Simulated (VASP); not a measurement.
Here is a VASP 6.6.1 calculation.

Contents of INCAR:

```
ALGO = Fast
EDIFF = 1E-6
ENCUT = 520
GGA = PS
ISIF = 2
ISMEAR = 0
LASPH = T
LCHARG = T
LELF = T
LREAL = F
LVHAR = T
LWAVE = F
NBANDS = 13
NELM = 100
PREC = Accurate
SIGMA = 0.15
```

Contents of KPOINTS:

```
k-points
0
Gamma
  22 22 22
```

File POSCAR:

```
Mo
1.0
   -1.6024200000      1.5710000000      1.6024200000
    1.5395800000     -1.5710000000      1.5395800000
    1.6024200000      1.5710000000     -1.6024200000
Mo
1
Direct
    0.0000000000      0.0000000000      0.0000000000
```

Potentials or basis: VASP PAW PBE potentials, release 64 (Mo_sv).

The run is started by

```console
$ cat potpaw_PBE.64/Mo_sv/POTCAR > POTCAR
$ mpirun -np 1 vasp_std > vasp.out
```

(1) What does it give for the band gap on the k mesh?

(2) Estimate the pressure.

Answers

(1) zero (bands 7 and 8 overlap by 5.00 eV).

(2) -2.3 GPa.

Caveat: the cell differs from its parent crystal (strain -0.0400 x Voigt [0, 0, 0, 0, 1, 0]); the PAW data sets were made with another functional, which shifts forces and pressure a little.
